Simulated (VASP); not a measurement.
# TiO2 (C2/m) in VASP: settings compared

The runs below take TiO2 through single point, with revPBE+D4, SVWN5, r2SCAN, r2SCAN+D4, RPBE.

Program: VASP 6.6.1. These are calculated values, not measurements. Logs are shortened: lines on timing, memory, paths and dates and some standing lists are left out, and cuts for length are marked.

## 1. The cell of the first run

The structure is monoclinic, space group C2/m (No. 12). Conventional cell: a = 12.056 Å, b = 3.690 Å, c = 6.481 Å, α = 90.00°, β = 106.95°, γ = 90.00°. Ti (site symmetry m) has 6 O at 1.83 to 2.12 Å within 2.4 Å. Ti (site symmetry m) has 6 O at 1.74 to 2.29 Å within 2.3 Å. O (site symmetry m) has 3 Ti at 1.90 to 1.99 Å and 2 O at 2.47 Å within 2.5 Å. O (site symmetry m) has 4 Ti at 1.92 to 2.29 Å and 5 O at 2.47 to 2.65 Å within 2.7 Å. O (site symmetry m) has 2 Ti at 1.74 to 1.83 Å within 2.3 Å. O (site symmetry m) has 3 Ti at 1.83 to 2.12 Å and 1 O at 2.49 Å within 2.5 Å.

## 2. Single point, revPBE+D4

File INCAR:

```
ALGO = Normal ; EDIFF = 1E-6
ENCUT = 520 ; GGA = RE
ISIF = 2 ; ISMEAR = -1
IVDW = 13 ; LASPH = True
LCHARG = True ; LELF = True
LREAL = False ; LVHAR = True
LWAVE = False ; NBANDS = 60
NELM = 80 ; PREC = Accurate
SIGMA = 0.05
```

File KPOINTS:

```
k-points
0
Gamma
  8 8 4
```

File POSCAR:

```
TiO2
1.0
    6.0279587373     -1.8450195788      0.0000000000
    6.0279587373      1.8450195788      0.0000000000
   -1.8889614683      0.0000000000      6.1997680296
Ti O
4 8
Direct
    0.9000710000      0.9000710000      0.2896020000
    0.1952860000      0.1952860000      0.2837620000
    0.0999290000      0.0999290000      0.7103980000
    0.8047140000      0.8047140000      0.7162380000
    0.3619310000      0.3619310000      0.2933970000
    0.2634885000      0.2634885000      0.6525000000
    0.8671885000      0.8671885000      0.9952910000
    0.7365115000      0.7365115000      0.3475000000
    0.9416475000      0.9416475000      0.6300210000
    0.1328115000      0.1328115000      0.0047090000
    0.6380690000      0.6380690000      0.7066030000
    0.0583525000      0.0583525000      0.3699790000
```

Potentials or basis: VASP PAW PBE potentials, release 64 (Ti_sv, O).

Run with:

```sh
$ cat potpaw_PBE.64/Ti_sv/POTCAR potpaw_PBE.64/O/POTCAR > POTCAR
$ mpirun -np 1 vasp_std > vasp.out
```

OUTCAR:

```text
EDIFF = 1E-6
   ENCUT = 520
   GGA = RE
   ISIF = 2
   ISMEAR = -1
   IVDW = 13
   LASPH = True
   LREAL = False
   NELM = 80
   PREC = Accurate

 ion  position               nearest neighbor table
   1  0.900  0.900  0.290-  12 1.83   7 1.83   5 1.90   5 1.90   8 2.11   9 2.12
   2  0.195  0.195  0.284-  10 1.74  12 1.89   8 1.92   8 1.92   5 1.99   6 2.29
   3  0.100  0.100  0.710-   9 1.83  10 1.83  11 1.90  11 1.90   6 2.11  12 2.12
   4  0.805  0.805  0.716-   7 1.74   9 1.89   6 1.92   6 1.92  11 1.99   8 2.29
   5  0.362  0.362  0.293-   1 1.90   1 1.90   2 1.99
   6  0.263  0.263  0.653-   4 1.92   4 1.92   3 2.11   2 2.29
   7  0.867  0.867  0.995-   4 1.74   1 1.83
   8  0.737  0.737  0.347-   2 1.92   2 1.92   1 2.11   4 2.29
   9  0.942  0.942  0.630-   3 1.83   4 1.89   1 2.12
  10  0.133  0.133  0.005-   2 1.74   3 1.83
  11  0.638  0.638  0.707-   3 1.90   3 1.90   4 1.99
  12  0.058  0.058  0.370-   1 1.83   2 1.89   3 2.12

  LATTYP: Found a base centered monoclinic cell.
 ALAT       =    12.0559174746
 B/A-ratio  =     0.3060770087
 C/A-ratio  =     0.5375907333
 COS(beta)  =    -0.2914546970

  Lattice vectors:

 A1 = (   6.0279587373,  -1.8450195788,   0.0000000000)
 A2 = (   6.0279587373,   1.8450195788,   0.0000000000)
 A3 = (  -1.8889614683,   0.0000000000,   6.1997680296)

Analysis of symmetry for initial positions (statically):
=====================================================================
 Subroutine PRICEL returns:
 Original cell was already a primitive cell.

 Routine SETGRP: Setting up the symmetry group for a
 base centered monoclinic supercell.

 Subroutine GETGRP returns: Found  4 space group operations
 (whereof  4 operations were pure point group operations)
 out of a pool of  4 trial point group operations.

The static configuration has the point symmetry C_2h.

Analysis of symmetry for dynamics (positions and initial velocities):
=====================================================================
 Subroutine PRICEL returns:
 Original cell was already a primitive cell.

 Routine SETGRP: Setting up the symmetry group for a
 base centered monoclinic supercell.

 Subroutine GETGRP returns: Found  4 space group operations
 (whereof  4 operations were pure point group operations)
 out of a pool of  4 trial point group operations.

The dynamic configuration has the point symmetry C_2h.

 Subroutine INISYM returns: Found  4 space group operations
 (whereof  4 operations are pure point group operations),
 and found     1 'primitive' translations

----------------------------------------------------------------------------------------

                                     Primitive cell

  volume of cell :     137.9039

  direct lattice vectors                    reciprocal lattice vectors
     6.027958737 -1.845019579  0.000000000     0.082946819 -0.270999834  0.025272453
     6.027958737  1.845019579  0.000000000     0.082946819  0.270999834  0.025272453
    -1.888961468  0.000000000  6.199768030     0.000000000  0.000000000  0.161296357

  length of vectors
     6.303997445  6.303997445  6.481149516     0.284534324  0.284534324  0.161296357

  position of ions in fractional coordinates (direct lattice)
     0.900071000  0.900071000  0.289602000
     0.195286000  0.195286000  0.283762000
     0.099929000  0.099929000  0.710398000
     0.804714000  0.804714000  0.716238000
     0.361931000  0.361931000  0.293397000
     0.263488500  0.263488500  0.652500000
     0.867188500  0.867188500  0.995291000
     0.736511500  0.736511500  0.347500000
     0.941647500  0.941647500  0.630021000
     0.132811500  0.132811500  0.004709000
     0.638069000  0.638069000  0.706603000
     0.058352500  0.058352500  0.369979000

  ion indices of the primitive-cell ions
   primitive index   ion index
                 1           1
                 2           2
                 3           3
                 4           4
                 5           5
                 6           6
                 7           7
                 8           8
                 9           9
                10          10
                11          11
                12          12

----------------------------------------------------------------------------------------

 KPOINTS: k-points

Automatic generation of k-mesh.
 Grid dimensions read from file:
 generate k-points for:    8    8    4

 Generating k-lattice:

  Cartesian coordinates                     Fractional coordinates (reciprocal lattice)
     0.010368352 -0.033874979  0.003159057     0.125000000  0.000000000  0.000000000
     0.010368352  0.033874979  0.003159057     0.000000000  0.125000000  0.000000000
     0.000000000  0.000000000  0.040324089     0.000000000  0.000000000  0.250000000

  Length of vectors
     0.035566791  0.035566791  0.040324089

  Shift w.r.t. Gamma in fractional coordinates (k-lattice)
     0.000000000  0.000000000  0.000000000

 Subroutine IBZKPT returns following result:
 ===========================================

 Found     78 irreducible k-points:

 Following reciprocal coordinates:
            Coordinates               Weight
  0.000000  0.000000  0.000000      1.000000
  0.125000  0.000000  0.000000      4.000000
  0.250000  0.000000  0.000000      4.000000
  0.375000  0.000000  0.000000      4.000000
  0.500000  0.000000  0.000000      2.000000
  0.125000  0.125000  0.000000      2.000000
[... 16 lines left out ...]
  0.125000  0.000000  0.250000      4.000000
  0.250000  0.000000  0.250000      4.000000
 [... further k-points ...]
   k-points           NKPTS =     78   k-points in BZ     NKDIM =     78   number of bands    NBANDS=     60
   number of dos      NEDOS =    301   number of ions     NIONS =     12
   total plane-waves  NPLWV = 110592
   dimension x,y,z NGX =    48 NGY =   48 NGZ =   48
   dimension x,y,z NGXF=    96 NGYF=   96 NGZF=   96
   ions per type =               4   8
   NGX,Y,Z   is equivalent  to a cutoff of  12.66, 12.66, 12.31 a.u.
   NGXF,Y,Z  is equivalent  to a cutoff of  25.32, 25.32, 24.62 a.u.
 SYSTEM =  unknown system
   PREC   = accura    normal or accurate (medium, high low for compatibility)
   ISTART =      0    job   : 0-new  1-cont  2-samecut
   ICHARG =      2    charge: 1-file 2-atom 10-const
   ISPIN  =      1    spin polarized calculation?
   LNONCOLLINEAR =      F non collinear calculations
   LSORBIT =      F    spin-orbit coupling
   LASPH  =      T    aspherical Exc in radial PAW
   ENCUT  =  520.0 eV  38.22 Ry    6.18 a.u.  11.72 11.72 12.05*2*pi/ulx,y,z
   NELM   =     80;   NELMIN=  2; NELMDL= -5     # of ELM steps
   EDIFF  = 0.1E-05   stopping-criterion for ELM
   LREAL  =      F    real-space projection
   EDIFFG = 0.1E-04   stopping-criterion for IOM
   NSW    =      0    number of steps for IOM
   IBRION =     -1    ionic relax: 0-MD 1-quasi-New 2-CG
   NFREE  =      0    steps in history (QN), initial steepest desc. (CG)
   ISIF   =      2    stress and relaxation
   ISYM   =      2    0-nonsym 1-usesym 2-fastsym
   POTIM  = 0.5000    time-step for ionic-motion
   TEBEG  =    0.0;   TEEND  =   0.0 temperature during run
   PSTRESS=    0.0 pullay stress
   NELECT =      96.0000    total number of electrons
   NUPDOWN=      -1.0000    fix difference up-down
   EMIN   =  10.00;   EMAX   =-10.00  energy-range for DOS
   EFERMI =   0.00;   METHOD = LEGACY
   ISMEAR =    -1;   SIGMA  =   0.05  broadening in eV -4-tet -1-fermi 0-gaus
   EFERMI_NEDOS =   21; number of points for ismear=-14 and -15
   IALGO  =     38    algorithm
   IMIX   =      4    mixing-type and parameters
     AMIX     =   0.40;   BMIX     =  1.00
     AMIX_MAG =   1.60;   BMIX_MAG =  1.00
  volume/ion in A,a.u.               =      11.49        77.55
  Fermi-wavevector in a.u.,A,eV,Ry     =   1.450907  2.741817 28.642061  2.105132
  Thomas-Fermi vector in A             =   2.568465
   LORBIT       =      0    0 simple, 1 ext, 2 COOP (PROOUT), +10 PAW based schemes
   GGA     = RE    functional components
   LHFCALC =     F    Hartree Fock is set to
   AEXX    =    0.0000 exact exchange contribution
   IVDW    =    13    specifies the selected vdW correction
   LEPSILON=     F    determine dielectric tensor
   LRPA    =     F    only Hartree local field effects (RPA)
 non-spin polarized calculation
  energy-cutoff  :      520.00
  volume of cell :      137.90
 maximum number of plane-waves:      3738
   NGX = 23   NGY = 23   NGZ = 25

 number of electron      95.9999985 magnetization

 Free energy of the ion-electron system (eV)
  ---------------------------------------------------
  ext. energy  EPLUGINS =         0.00000000
  ---------------------------------------------------
  free energy    TOTEN  =      -103.19670291 eV

  energy without entropy =     -103.19670291  energy(sigma->0) =     -103.19670291

 E-fermi :   4.4105     XC(G=0): -10.3414

 val. band max:        3.1353626174   @ k =  -0.3750   0.2500   0.5000
 cond. band min:       6.1055183442   @ k =   0.0000   0.0000   0.0000
 fundamental gap:      2.9701557269
 Fermi energy:         4.4105222656

 k-point     1 :       0.0000    0.0000    0.0000
  band No.  band energies     occupation
      1     -52.8737      2.00000
      2     -52.8577      2.00000
      3     -52.7740      2.00000
      4     -52.7662      2.00000
      5     -29.3104      2.00000
      6     -29.2510      2.00000
[... 52 lines left out ...]
     59       8.3965      0.00000
     60       8.6578      0.00000

 k-point     2 :       0.1250    0.0000    0.0000
  band No.  band energies     occupation
      1     -52.8727      2.00000
      2     -52.8571      2.00000
      3     -52.7735      2.00000
      4     -52.7663      2.00000
      5     -29.3071      2.00000
      6     -29.2494      2.00000
[... 1383 lines left out ...]
      4     -52.7665      2.00000
      5     -29.2985      2.00000
      6     -29.2469      2.00000
[... 52 lines left out ...]
     59       8.1093      0.00000
     60       8.1629      0.00000

 [... further k-points ...]

------------------------ aborting loop because EDIFF is reached ----------------------------------------

  DFT-D4 for vdW energy calculation

  Edisp (eV):   -4.63501

  FORCE on cell =-STRESS in cart. coord.  units (eV):
  Direction    XX          YY          ZZ          XY          YZ          ZX
  --------------------------------------------------------------------------------------
  -------------------------------------------------------------------------------------
  Total       7.17812     6.49316     7.97553     0.00000     0.00000     0.19408
  in kB      83.39586    75.43803    92.66026     0.00000     0.00000     2.25486
  external pressure =       83.83 kB  Pullay stress =        0.00 kB

 VOLUME and BASIS-vectors are now :
 -----------------------------------------------------------------------------
  energy-cutoff  :      520.00
  volume of cell :      137.90
      direct lattice vectors                 reciprocal lattice vectors
     6.027958737 -1.845019579  0.000000000     0.082946819 -0.270999834  0.025272453
     6.027958737  1.845019579  0.000000000     0.082946819  0.270999834  0.025272453
    -1.888961468  0.000000000  6.199768030     0.000000000  0.000000000  0.161296357

 POSITION                                       TOTAL-FORCE (eV/Angst)
 -----------------------------------------------------------------------------------
     10.30413      0.00000      1.79547        -0.095436      0.000000      0.076984
      1.81834      0.00000      1.75926        -0.091696      0.000000      0.226512
     -0.13718      0.00000      4.40430         0.095436      0.000000     -0.076984
      8.34862      0.00000      4.44051         0.091696      0.000000     -0.226512
      3.80919      0.00000      1.81899         0.207431      0.000000      0.046509
      1.94405      0.00000      4.04535         0.199581      0.000000     -0.019301
      8.57469      0.00000      6.17057         0.117397      0.000000      0.214784
      8.22291      0.00000      2.15442        -0.199581      0.000000      0.019301
     10.16234      0.00000      3.90598        -0.180184      0.000000     -0.027229
      1.59227      0.00000      0.02919        -0.117397      0.000000     -0.214784
      6.35776      0.00000      4.38077        -0.207431      0.000000     -0.046509
      0.00462      0.00000      2.29378         0.180184      0.000000      0.027229
 -----------------------------------------------------------------------------------
    total drift:                               -0.000000     -0.000000      0.000000

  FREE ENERGIE OF THE ION-ELECTRON SYSTEM (eV)
  ---------------------------------------------------
  free  energy   TOTEN  =      -107.8317104012 eV

  energy  without entropy=     -107.8317104012  energy(sigma->0) =     -107.83171040
```

It took 23 min on 1 thread of Intel Xeon 8259CL, shared host; peak memory 0.63 GiB.

What came out:

* Free energy: -107.8317 eV
* Pressure: 8.4 GPa
* Largest force: 0.245 eV/Å
* Band gap on the k mesh: 2.97 eV (least direct gap 3.15 eV)
* Dispersion energy per atom: -0.386 eV

Forces in eV/Å, atoms in the order of the input:
```
Ti  -0.095  0.000  0.077
Ti  -0.092  0.000  0.227
Ti   0.095  0.000 -0.077
Ti   0.092  0.000 -0.227
O    0.207  0.000  0.047
O    0.200  0.000 -0.019
O    0.117  0.000  0.215
O   -0.200  0.000  0.019
O   -0.180  0.000 -0.027
O   -0.117  0.000 -0.215
O   -0.207  0.000 -0.047
O    0.180  0.000  0.027
```

Stress tensor (GPa, compression positive):
```
8.34 0.00 0.23
0.00 7.54 0.00
0.23 0.00 9.27
```

Levels at points of the mesh, in eV from the valence-band top:
```
           k point  band 44  band 45  band 46  band 47  band 48  band 49  band 50  band 51  band 52  band 53
(0.00, 0.00, 0.00)    -0.80    -0.77    -0.72    -0.33    -0.19     2.97     3.35     3.60     3.62     3.65
(0.50, 0.00, 0.00)    -1.02    -0.89    -0.45    -0.21    -0.13     3.39     3.44     3.91     3.97     4.24
(0.50, 0.50, 0.00)    -0.94    -0.89    -0.58    -0.39    -0.12     3.12     3.18     3.73     3.81     3.82
(0.00, 0.00, 0.50)    -0.73    -0.71    -0.61    -0.59    -0.42     3.10     3.38     3.57     3.69     3.69
(0.50, 0.00, 0.50)    -0.83    -0.67    -0.51    -0.10     0.00     3.43     3.49     3.75     3.99     4.13
(0.50, 0.50, 0.50)    -1.12    -0.87    -0.35    -0.23    -0.19     3.25     3.37     3.53     3.70     3.72
```

Caveat: the cell stands under pressure; the PAW data sets were made with another functional, which shifts forces and pressure a little. A k mesh can miss the band edges.

## 3. Single point, SVWN5

This run uses another cell than the first one, of 12.71 Å³/atom.

File INCAR:

```
PREC = Accurate
ENCUT = 520
EDIFF = 1E-6
ISMEAR = -1
SIGMA = 0.05
LREAL = F
LASPH = T
NELM = 100
ALGO = Normal
ISIF = 2
LWAVE = F
LCHARG = F
GGA = VW
NBANDS = 60
```

File KPOINTS:

```
Automatic mesh
0
Gamma
  8 8 4
```

POSCAR, as its differences from that of step 2:

```diff
@@ -2,5 +2,5 @@
 1.0
-    6.0279587373     -1.8450195788      0.0000000000
-    6.0279587373      1.8450195788      0.0000000000
-   -1.8889614683      0.0000000000      6.1997680296
+    6.2345546003     -1.9082538226      0.0000000000
+    6.2345546003      1.9082538226      0.0000000000
+   -1.9537017297      0.0000000000      6.4122523021
 Ti O
```

Potentials or basis: VASP PAW PBE potentials, release 64 (Ti_sv, O).

Run with:

```sh
$ cat potpaw_PBE.64/Ti_sv/POTCAR potpaw_PBE.64/O/POTCAR > POTCAR
$ mpirun -np 1 vasp_std > vasp.out
```

Run time: 32 min. Hardware: 1 thread of Oxide Virtual Turin-like, shared host; peak memory 0.57 GiB.

The run converged. Its results:

| Item | Value |
| --- | --- |
| Free energy | -116.9336 eV |
| Pressure | -17.4 GPa |
| Largest force | 0.364 eV/Å |
| Band gap on the k mesh | 2.51 eV (least direct gap 2.68 eV) |

Forces on the atoms (eV/Å):
```
Ti   0.067  0.000 -0.124
Ti   0.004  0.000 -0.327
Ti  -0.067  0.000  0.124
Ti  -0.004  0.000  0.327
O   -0.349  0.000 -0.015
O   -0.256  0.000  0.024
O   -0.314  0.000 -0.183
O    0.256  0.000 -0.024
O    0.140  0.000 -0.043
O    0.314  0.000  0.183
O    0.349  0.000  0.015
O   -0.140  0.000  0.043
```

Stress tensor (GPa, compression positive):
```
-17.32   0.00  -0.13
  0.00 -16.89   0.00
 -0.13   0.00 -17.85
```

Levels at points of the mesh, in eV from the valence-band top:
| k point | band 44 | band 45 | band 46 | band 47 | band 48 | band 49 | band 50 | band 51 | band 52 | band 53 |
| --- | --- | --- | --- | --- | --- | --- | --- | --- | --- | --- |
| (0.00, 0.00, 0.00) | -0.86 | -0.75 | -0.74 | -0.36 | -0.17 | 2.51 | 2.84 | 3.06 | 3.08 | 3.11 |
| (0.50, 0.00, 0.00) | -1.01 | -0.84 | -0.48 | -0.21 | -0.12 | 2.88 | 2.92 | 3.32 | 3.37 | 3.64 |
| (0.50, 0.50, 0.00) | -0.89 | -0.86 | -0.64 | -0.39 | -0.11 | 2.64 | 2.69 | 3.17 | 3.23 | 3.25 |
| (0.00, 0.00, 0.50) | -0.75 | -0.70 | -0.68 | -0.57 | -0.43 | 2.62 | 2.87 | 3.02 | 3.13 | 3.15 |
| (0.50, 0.00, 0.50) | -0.78 | -0.67 | -0.52 | -0.09 | -0.01 | 2.91 | 2.96 | 3.19 | 3.38 | 3.54 |
| (0.50, 0.50, 0.50) | -1.06 | -0.82 | -0.44 | -0.21 | -0.20 | 2.76 | 2.86 | 2.99 | 3.15 | 3.16 |

Caveat: the cell stands under tension; the PAW data sets were made with another functional, which shifts forces and pressure a little. A k mesh can miss the band edges.

(Part 1 of 2 ends here.)
